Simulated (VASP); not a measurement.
Runs of VASP 6.6.1 on SiC. The structure is that of space group I-4m2 (No. 119), or close to it. The cells are those of the table. 

```csv
cell,gap on the mesh (eV),pressure (GPa)
"a = 3.084, b = 3.084, c = 2.829 Å, angles 62.7, 62.7, 54.6°, 2 atoms",0.27,(a)
"a = 2.954, b = 2.954, c = 3.075 Å, angles 58.6, 58.6, 62.7°, 2 atoms",(b),26.6
"a = 3.019, b = 3.019, c = 3.197 Å, angles 58.0, 58.0, 64.0°, 2 atoms",0.22,4.7
"a = 3.141, b = 3.141, c = 2.952 Å, angles 62.0, 62.0, 56.0°, 2 atoms",(c),5.0
```

Alike in all rows: task single point; level PBE; potentials or basis VASP PAW PBE potentials, release 64 (Si, C); no spin polarisation; k mesh 12 × 12 × 12; cutoff (eV) 520; smearing gaussian 0.05 eV.

Fill in the values left out.

(a) 27.2; (b) 0.43; (c) 0.68.

Caveats: the cell stands under pressure.

A k mesh can miss the band edges.
